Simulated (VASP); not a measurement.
# BP (P6_3/mmc) in VASP: notebook

Aim: see how the results for BP move with the level of theory and the settings. Levels: PBE, r2SCAN, HSE06. Tasks: single point.

Everything below comes from runs of VASP 6.6.1. Logs are shortened: lines on timing, memory, paths and dates and some standing lists are left out, and cuts for length are marked.

## (1) The cell of the first run

It takes space group P6_3/mmc (No. 194, hexagonal). The conventional cell has a = 3.204 Å, b = 3.204 Å, c = 8.467 Å, α = 90.00°, β = 90.00°, γ = 120.00°. B (site symmetry -6m2) has 3 P at 1.85 Å within 2.5 Å. P (site symmetry -6m2) has 3 B at 1.85 Å within 2.5 Å.

## (2) Single point, PBE

File INCAR:

```
PREC     = Accurate       # precision mode
ENCUT    = 520            # plane-wave cutoff, eV
EDIFF    = 1E-6           # SCF threshold, eV
ISMEAR   = 0              # smearing method
SIGMA    = 0.01           # smearing width, eV
LREAL    = F              # projectors in reciprocal space
LASPH    = T              # aspherical terms in the spheres
NELM     = 100            # most SCF steps
ALGO     = Normal         # electronic algorithm
ISIF     = 2              # what is computed and relaxed
LWAVE    = F              # write WAVECAR
LCHARG   = F              # write CHGCAR
GGA      = PE             # functional
NBANDS   = 16             # bands
```

File KPOINTS:

```
Automatic mesh
0
Gamma
  9 9 2
```

File POSCAR:

```
BP
1.0
    3.2039354154      0.0000000000      0.0000000000
   -1.6019677077      2.7746894618      0.0000000000
    0.0000000000      0.0000000000      8.4666235910
B P
2 2
Direct
    0.3333333333      0.6666666667      0.2500000000
    0.6666666667      0.3333333333      0.7500000000
    0.6666666667      0.3333333333      0.2500000000
    0.3333333333      0.6666666667      0.7500000000
```

Potentials or basis: VASP PAW PBE potentials, release 64 (B, P).

Launch:

```
$ cat potpaw_PBE.64/B/POTCAR potpaw_PBE.64/P/POTCAR > POTCAR
$ mpirun -np 1 vasp_std > vasp.out
```

OUTCAR:

```text
PREC = Accurate
   ENCUT = 520
   EDIFF = 1E-6
   ISMEAR = 0
   LREAL = F
   LASPH = T
   NELM = 100
   ISIF = 2
   GGA = PE

 ion  position               nearest neighbor table
   1  0.333  0.667  0.250-   3 1.85   3 1.85   3 1.85
   2  0.667  0.333  0.750-   4 1.85   4 1.85   4 1.85
   3  0.667  0.333  0.250-   1 1.85   1 1.85   1 1.85
   4  0.333  0.667  0.750-   2 1.85   2 1.85   2 1.85

  LATTYP: Found a hexagonal cell.
 ALAT       =     3.2039354154
 C/A-ratio  =     2.6425699939

  Lattice vectors:

 A1 = (   3.2039354154,   0.0000000000,   0.0000000000)
 A2 = (  -1.6019677077,   2.7746894618,   0.0000000000)
 A3 = (   0.0000000000,   0.0000000000,   8.4666235910)

Analysis of symmetry for initial positions (statically):
=====================================================================
 Subroutine PRICEL returns:
 Original cell was already a primitive cell.

 Routine SETGRP: Setting up the symmetry group for a
 hexagonal supercell.

 Subroutine GETGRP returns: Found 24 space group operations
 (whereof 12 operations were pure point group operations)
 out of a pool of 24 trial point group operations.

The static configuration has the point symmetry D_3d.
 The point group associated with its full space group is D_6h.

Analysis of symmetry for dynamics (positions and initial velocities):
=====================================================================
 Subroutine PRICEL returns:
 Original cell was already a primitive cell.

 Routine SETGRP: Setting up the symmetry group for a
 hexagonal supercell.

 Subroutine GETGRP returns: Found 24 space group operations
 (whereof 12 operations were pure point group operations)
 out of a pool of 24 trial point group operations.

The dynamic configuration has the point symmetry D_3d.
 The point group associated with its full space group is D_6h.

 Subroutine INISYM returns: Found 24 space group operations
 (whereof 12 operations are pure point group operations),
 and found     1 'primitive' translations

----------------------------------------------------------------------------------------

                                     Primitive cell

  volume of cell :      75.2677

  direct lattice vectors                    reciprocal lattice vectors
     3.203935415  0.000000000  0.000000000     0.312116154  0.180200346  0.000000000
    -1.601967708  2.774689462  0.000000000     0.000000000  0.360400691  0.000000000
     0.000000000  0.000000000  8.466623591     0.000000000  0.000000000  0.118110837

  length of vectors
     3.203935415  3.203935415  8.466623591     0.360400691  0.360400691  0.118110837

  position of ions in fractional coordinates (direct lattice)
     0.333333333  0.666666667  0.250000000
     0.666666667  0.333333333  0.750000000
     0.666666667  0.333333333  0.250000000
     0.333333333  0.666666667  0.750000000

  ion indices of the primitive-cell ions
   primitive index   ion index
                 1           1
                 2           2
                 3           3
                 4           4

----------------------------------------------------------------------------------------

 KPOINTS: Automatic mesh

Automatic generation of k-mesh.
 Grid dimensions read from file:
 generate k-points for:    9    9    2

 Generating k-lattice:

  Cartesian coordinates                     Fractional coordinates (reciprocal lattice)
     0.034679573  0.020022261  0.000000000     0.111111111 -0.000000000  0.000000000
     0.000000000  0.040044521  0.000000000     0.000000000  0.111111111  0.000000000
     0.000000000  0.000000000  0.059055419     0.000000000  0.000000000  0.500000000

  Length of vectors
     0.040044521  0.040044521  0.059055419

  Shift w.r.t. Gamma in fractional coordinates (k-lattice)
     0.000000000  0.000000000  0.000000000

 Subroutine IBZKPT returns following result:
 ===========================================

 Found     24 irreducible k-points:

 Following reciprocal coordinates:
            Coordinates               Weight
  0.000000  0.000000  0.000000      1.000000
  0.111111 -0.000000  0.000000      6.000000
  0.222222 -0.000000  0.000000      6.000000
  0.333333 -0.000000  0.000000      6.000000
  0.444444 -0.000000  0.000000      6.000000
  0.111111  0.111111  0.000000      6.000000
[... 16 lines left out ...]
  0.333333  0.222222  0.500000     12.000000
  0.333333  0.333333  0.500000      2.000000
   k-points           NKPTS =     24   k-points in BZ     NKDIM =     24   number of bands    NBANDS=     16
   number of dos      NEDOS =    301   number of ions     NIONS =      4
   total plane-waves  NPLWV =  36864
   dimension x,y,z NGX =    24 NGY =   24 NGZ =   64
   dimension x,y,z NGXF=    48 NGYF=   48 NGZF=  128
   ions per type =               2   2
   NGX,Y,Z   is equivalent  to a cutoff of  12.45, 12.45, 12.57 a.u.
   NGXF,Y,Z  is equivalent  to a cutoff of  24.91, 24.91, 25.13 a.u.
 SYSTEM =  unknown system
   PREC   = accura    normal or accurate (medium, high low for compatibility)
   ISTART =      0    job   : 0-new  1-cont  2-samecut
   ICHARG =      2    charge: 1-file 2-atom 10-const
   ISPIN  =      1    spin polarized calculation?
   LNONCOLLINEAR =      F non collinear calculations
   LSORBIT =      F    spin-orbit coupling
   LASPH  =      T    aspherical Exc in radial PAW
   ENCUT  =  520.0 eV  38.22 Ry    6.18 a.u.   5.96  5.96 15.74*2*pi/ulx,y,z
   NELM   =    100;   NELMIN=  2; NELMDL= -5     # of ELM steps
   EDIFF  = 0.1E-05   stopping-criterion for ELM
   LREAL  =      F    real-space projection
   EDIFFG = 0.1E-04   stopping-criterion for IOM
   NSW    =      0    number of steps for IOM
   IBRION =     -1    ionic relax: 0-MD 1-quasi-New 2-CG
   NFREE  =      0    steps in history (QN), initial steepest desc. (CG)
   ISIF   =      2    stress and relaxation
   ISYM   =      2    0-nonsym 1-usesym 2-fastsym
   POTIM  = 0.5000    time-step for ionic-motion
   TEBEG  =    0.0;   TEEND  =   0.0 temperature during run
   PSTRESS=    0.0 pullay stress
   NELECT =      16.0000    total number of electrons
   NUPDOWN=      -1.0000    fix difference up-down
   EMIN   =  10.00;   EMAX   =-10.00  energy-range for DOS
   EFERMI =   0.00;   METHOD = LEGACY
   ISMEAR =     0;   SIGMA  =   0.01  broadening in eV -4-tet -1-fermi 0-gaus
   EFERMI_NEDOS =   21; number of points for ismear=-14 and -15
   IALGO  =     38    algorithm
   IMIX   =      4    mixing-type and parameters
     AMIX     =   0.40;   BMIX     =  1.00
     AMIX_MAG =   1.60;   BMIX_MAG =  1.00
  volume/ion in A,a.u.               =      18.82       126.98
  Fermi-wavevector in a.u.,A,eV,Ry     =   0.977039  1.846337 12.988200  0.954606
  Thomas-Fermi vector in A             =   2.107705
   LORBIT       =      0    0 simple, 1 ext, 2 COOP (PROOUT), +10 PAW based schemes
   GGA     = PE    functional components
   LHFCALC =     F    Hartree Fock is set to
   AEXX    =    0.0000 exact exchange contribution
   IVDW    =     0    specifies the selected vdW correction
   LEPSILON=     F    determine dielectric tensor
   LRPA    =     F    only Hartree local field effects (RPA)
 non-spin polarized calculation
 Gauss-broadening in eV      SIGMA  =   0.01
  energy-cutoff  :      520.00
  volume of cell :       75.27
 maximum number of plane-waves:      2058
 NGX is ok and might be reduce to    24
   NGX = 11   NGY = 11   NGZ = 31

 number of electron      16.0000001 magnetization

 Free energy of the ion-electron system (eV)
  ---------------------------------------------------
  ext. energy  EPLUGINS =         0.00000000
  ---------------------------------------------------
  free energy    TOTEN  =       -24.32559020 eV

  energy without entropy =      -24.32559020  energy(sigma->0) =      -24.32559020

 E-fermi :   2.5391     XC(G=0):  -8.3292

 val. band max:        2.4781047539   @ k =   0.3333   0.3333   0.5000
 cond. band min:       3.3552845219   @ k =   0.3333   0.3333   0.5000
 fundamental gap:      0.8771797679
 Fermi energy:         2.5391316960

 k-point     1 :       0.0000    0.0000    0.0000
  band No.  band energies     occupation
      1     -11.2827      2.00000
      2     -11.1572      2.00000
      3      -2.2431      2.00000
      4      -1.0445      2.00000
      5       0.8427      2.00000
      6       0.8427      2.00000
[... 8 lines left out ...]
     15       8.4629      0.00000
     16      10.9001      0.00000

 k-point     2 :       0.1111   -0.0000    0.0000
  band No.  band energies     occupation
      1     -11.0935      2.00000
      2     -10.9694      2.00000
      3      -2.0344      2.00000
      4      -0.8459      2.00000
      5      -0.0713      2.00000
      6      -0.0274      2.00000
[... 8 lines left out ...]
     15       9.3489      0.00000
     16       9.9681      0.00000

 k-point     3 :       0.2222   -0.0000    0.0000
  band No.  band energies     occupation
      1     -10.5355      2.00000
      2     -10.4160      2.00000
      3      -1.9817      2.00000
      4      -1.9178      2.00000
      5      -1.4172      2.00000
      6      -0.2610      2.00000
[... 8 lines left out ...]
     15       9.8484      0.00000
     16      10.5484      0.00000

 k-point     4 :       0.3333   -0.0000    0.0000
  band No.  band energies     occupation
      1      -9.6539      2.00000
      2      -9.5441      2.00000
      3      -3.9980      2.00000
      4      -3.9208      2.00000
      5      -0.7924      2.00000
      6      -0.7515      2.00000
[... 8 lines left out ...]
     15      11.9970      0.00000
     16      12.2826      0.00000
[... 324 lines left out ...]
 k-point    22 :       0.2222    0.2222    0.5000
  band No.  band energies     occupation
      1      -9.0986      2.00000
      2      -9.0986      2.00000
      3      -4.1422      2.00000
      4      -4.1422      2.00000
      5      -2.3932      2.00000
      6      -2.3932      2.00000
[... 8 lines left out ...]
     15      10.1207      0.00000
     16      10.1207      0.00000

 k-point    23 :       0.3333    0.2222    0.5000
  band No.  band energies     occupation
      1      -8.1895      2.00000
      2      -8.1895      2.00000
      3      -5.2853      2.00000
      4      -5.2853      2.00000
      5      -3.0671      2.00000
      6      -3.0671      2.00000
[... 8 lines left out ...]
     15      10.9969      0.00000
     16      10.9969      0.00000

 k-point    24 :       0.3333    0.3333    0.5000
  band No.  band energies     occupation
      1      -7.7611      2.00000
      2      -7.7611      2.00000
      3      -5.4213      2.00000
      4      -5.4213      2.00000
      5      -3.7896      2.00000
      6      -3.7896      2.00000
[... 8 lines left out ...]
     15      11.3135      0.00000
     16      11.3135      0.00000

------------------------ aborting loop because EDIFF is reached ----------------------------------------

  FORCE on cell =-STRESS in cart. coord.  units (eV):
  Direction    XX          YY          ZZ          XY          YZ          ZX
  --------------------------------------------------------------------------------------
  -------------------------------------------------------------------------------------
  Total        0.5314460      0.5314460      0.3453670      0.0000000      0.0000000     -0.0000000
  in kB       11.3125713     11.3125713      7.3516198      0.0000000      0.0000000     -0.0000000
  external PRESSURE =       9.9922541 kB  Pullay stress =       0.0000000 kB

 VOLUME and BASIS-vectors are now :
 -----------------------------------------------------------------------------
  energy-cutoff  :      520.00
  volume of cell :       75.27
      direct lattice vectors                 reciprocal lattice vectors
     3.203935415  0.000000000  0.000000000     0.312116154  0.180200346  0.000000000
    -1.601967708  2.774689462  0.000000000     0.000000000  0.360400691  0.000000000
     0.000000000  0.000000000  8.466623591     0.000000000  0.000000000  0.118110837

 POSITION                                       TOTAL-FORCE (eV/Angst)
 -----------------------------------------------------------------------------------
     -0.00000      1.84979      2.11666        -0.000000      0.000000      0.000000
      1.60197      0.92490      6.34997         0.000000     -0.000000      0.000000
      1.60197      0.92490      2.11666        -0.000000      0.000000      0.000000
     -0.00000      1.84979      6.34997         0.000000      0.000000      0.000000
 -----------------------------------------------------------------------------------
    total drift:                               -0.000000      0.000000      0.000000

  FREE ENERGIE OF THE ION-ELECTRON SYSTEM (eV)
  ---------------------------------------------------
  free  energy   TOTEN  =       -24.3255902027 eV

  energy  without entropy=      -24.3255902027  energy(sigma->0) =      -24.32559020
```

Wall time 26 s (1 thread of Intel Xeon Platinum 8259CL at 2.50GHz (Skylake/Cascade Lake), shared host); peak memory 0.18 GiB.

Results:

| Property | Result |
| --- | --- |
| Free energy | -24.3256 eV |
| Pressure | 1.0 GPa |
| Band gap on the k mesh | 0.88 eV |

Caveat: an odd mesh through Γ misses points on the zone boundary, where band edges can lie; this functional lacks dispersion, which binds the layers, so the pressure and a relaxed spacing across them are unreliable.

## (3) Single point, r2SCAN

POSCAR is that of step 2.

File INCAR.step1:

```
ALGO     = Normal         # electronic algorithm
EDIFF    = 1E-4           # SCF threshold, eV
ENCUT    = 520            # plane-wave cutoff, eV
GGA      = PE             # functional
ISMEAR   = 0              # smearing method
LASPH    = True           # aspherical terms in the spheres
LCHARG   = False          # write CHGCAR
LREAL    = False          # projectors in reciprocal space
LWAVE    = True           # write WAVECAR
NBANDS   = 16             # bands
NELM     = 60             # most SCF steps
PREC     = Accurate       # precision mode
SIGMA    = 0.01           # smearing width, eV
```

File INCAR.step2:

```
ALGO     = Normal         # electronic algorithm
EDIFF    = 1E-6           # SCF threshold, eV
ENCUT    = 520            # plane-wave cutoff, eV
ISIF     = 2              # what is computed and relaxed
ISMEAR   = 0              # smearing method
ISTART   = 1            
LASPH    = True           # aspherical terms in the spheres
LCHARG   = False          # write CHGCAR
LMIXTAU  = True         
LREAL    = False          # projectors in reciprocal space
LWAVE    = False          # write WAVECAR
METAGGA  = R2SCAN         # meta-GGA
NBANDS   = 16             # bands
NELM     = 60             # most SCF steps
PREC     = Accurate       # precision mode
SIGMA    = 0.01           # smearing width, eV
```

File KPOINTS:

```
k-points
0
Gamma
  9 9 2
```

Potentials or basis: VASP PAW PBE potentials, release 64 (B, P).

Launch:

```
$ cat potpaw_PBE.64/B/POTCAR potpaw_PBE.64/P/POTCAR > POTCAR
$ cp INCAR.step1 INCAR
$ mpirun -np 1 vasp_std > vasp.out
$ cp INCAR.step2 INCAR
$ mpirun -np 1 vasp_std > vasp.out
```

Wall time 96 s (1 thread of Intel Xeon Platinum 8259CL at 2.50GHz (Skylake/Cascade Lake), shared host); peak memory 0.19 GiB.

It converged, with:

```
Free energy            : -33.0186 eV
Pressure               : -0.3 GPa
Band gap on the k mesh : 1.07 eV
```

Stress tensor (GPa, compression positive):
```
-0.48  0.00  0.00
 0.00 -0.48  0.00
 0.00  0.00 -0.07
```

Levels at points of the mesh, in eV from the valence-band top:
```
           k point  band 5  band 6  band 7  band 8  band 9  band 10  band 11  band 12
(0.00, 0.00, 0.00)   -1.75   -1.75   -1.72   -1.72    3.58     4.99     4.99     5.07
(0.00, 0.00, 0.50)   -1.73   -1.73   -1.73   -1.73    5.03     5.03     5.03     5.03
```

Caveat: the PAW data sets were made with another functional, which shifts forces and pressure a little; an odd mesh through Γ misses points on the zone boundary, where band edges can lie.

## (4) Single point, HSE06

POSCAR is that of step 3.

File INCAR.step1:

```
ALGO = Normal
EDIFF = 1E-5
ENCUT = 520
GGA = PE
ISIF = 2
ISMEAR = 0
LASPH = T
LCHARG = F
LREAL = F
LWAVE = T
NBANDS = 16
NELM = 80
PREC = Accurate
SIGMA = 0.01
```

File INCAR.step2:

```
ALGO = Normal
EDIFF = 1E-6
ENCUT = 520
GGA = PE
HFSCREEN = 0.2079
ISIF = 2
ISMEAR = 0
ISTART = 1
LASPH = T
LCHARG = F
LHFCALC = T
LREAL = F
LWAVE = F
NBANDS = 16
NELM = 80
PREC = Accurate
PRECFOCK = Normal
SIGMA = 0.01
```

File KPOINTS:

```
k-points
0
Gamma
  6 6 2
```

Launch:

```
$ cat potpaw_PBE.64/B/POTCAR potpaw_PBE.64/P/POTCAR > POTCAR
$ cp INCAR.step1 INCAR
$ mpirun -np 1 vasp_std > vasp.out
$ cp INCAR.step2 INCAR
$ mpirun -np 1 vasp_std > vasp.out
```

It took 20 min on 1 thread of Intel Xeon Platinum 8259CL at 2.50GHz (Skylake/Cascade Lake), shared host; peak memory 0.29 GiB.

Results (log left out):

```yaml
Free_energy: -27.8868 eV
Pressure: -0.5 GPa
Band_gap_on_the_k_mesh: 1.34 eV
```

Stress tensor (GPa, compression positive):
```
-1.02  0.00  0.00
 0.00 -1.02  0.00
 0.00  0.00  0.41
```

Levels at points of the mesh, in eV from the valence-band top:
```
           k point  band 4  band 5  band 6  band 7  band 8  band 9  band 10  band 11  band 12  band 13
(0.00, 0.00, 0.00)   -4.07   -2.06   -2.06   -2.03   -2.03    3.91     5.54     5.54     5.61     5.61
(0.50, 0.00, 0.00)   -9.42   -4.24   -4.20   -1.67   -0.68    1.44     2.64     3.52     3.71     8.06
(0.00, 0.00, 0.50)   -4.80   -2.04   -2.04   -2.04   -2.04    5.57     5.57     5.57     5.57     5.73
(0.50, 0.00, 0.50)   -9.45   -4.22   -4.22   -1.21   -1.21    1.94     1.94     3.61     3.61     9.32
```

Caveat: the PAW data sets were made with another functional, which shifts forces and pressure a little; this functional lacks dispersion, which binds the layers, so the pressure and a relaxed spacing across them are unreliable.

## (5) The runs side by side

```tsv
level	k mesh	grid for exact exchange (PRECFOCK)	share of exact exchange	screening parameter	gap on the mesh (eV)	pressure (GPa)
PBE	9 × 9 × 2	-	-	-	0.88	1.0
r2SCAN	9 × 9 × 2	-	-	-	1.07	-0.3
HSE06	6 × 6 × 2	Normal	0.25	0.2079 1/Å	1.34	-0.5
```

Alike in all rows: task single point; potentials or basis VASP PAW PBE potentials, release 64 (B, P); no spin polarisation; cell as given; cutoff (eV) 520; smearing gaussian 0.01 eV.

On the cell as given the gap runs from 0.88 eV (PBE) to 1.34 eV (HSE06); the meshes differ, which moves gaps too. The pressure there spans -0.5 GPa (HSE06) to 1.0 GPa (PBE); a positive pressure means that this level wants a larger cell, a negative one a smaller.

Caveats: an odd mesh through Γ misses points on the zone boundary, where band edges can lie (at least some runs); this functional lacks dispersion, which binds the layers, so the pressure and a relaxed spacing across them are unreliable (at least some runs); the PAW data sets were made with another functional, which shifts forces and pressure a little (at least some runs).

Total energies depend on the potentials used, so only differences within one code and one set of settings carry meaning.
